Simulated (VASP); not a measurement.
Wanted: the native input for a VASP 6.6.1 run.

| Quantity | Value |
| --- | --- |
| Task | single point |
| Functional | PBEsol |
| Potentials or basis | VASP PAW PBE potentials, release 64 (Mg, N, Cl) |
| Cutoff | 520 eV |
| k mesh | 6 × 6 × 6 |
| Occupations | gaussian, width 0.01 eV |
| Spin | no spin polarisation |
| Dipole correction | no |
| Further INCAR settings | ALGO = Normal; EDIFF = 1e-06; NBANDS = 16 |

The structure of Mg2NCl lies in POSCAR:

```
Mg2NCl
1.0
    1.6466125277      0.9506721861      5.9379615109
   -1.6466125277      0.9506721861      5.9379615109
    0.0000000000     -1.9013443722      5.9379615109
Mg N Cl
2 1 1
Direct
    0.2229104120      0.2229104120      0.2229104120
    0.7770895880      0.7770895880      0.7770895880
    0.5000000000      0.5000000000      0.5000000000
    0.0000000000      0.0000000000      0.0000000000
```

The input as run:

INCAR

```
ALGO = Normal
EDIFF = 1E-6
ENCUT = 520
GGA = PS
ISIF = 2
ISMEAR = 0
LASPH = True
LCHARG = False
LREAL = False
LWAVE = False
NBANDS = 16
NELM = 80
PREC = Accurate
SIGMA = 0.01
```

KPOINTS

```
k-points
0
Gamma
  6 6 6
```

Potentials or basis: VASP PAW PBE potentials, release 64 (Mg, N, Cl).

The run is started by

```sh
$ cat potpaw_PBE.64/Mg/POTCAR potpaw_PBE.64/N/POTCAR potpaw_PBE.64/Cl/POTCAR > POTCAR
$ mpirun -np 1 vasp_std > vasp.out
```

Results of the run:

- Pressure: -0.5 GPa
- Largest force: 0.028 eV/Å
- Band gap on the k mesh: 2.34 eV

Caveat: the PAW data sets were made with another functional, which shifts forces and pressure a little.

It took 110 s on 1 thread of AMD EPYC 7R43 64-Core Processor (Zen 3), on a shared host, peak memory 0.28 GiB.
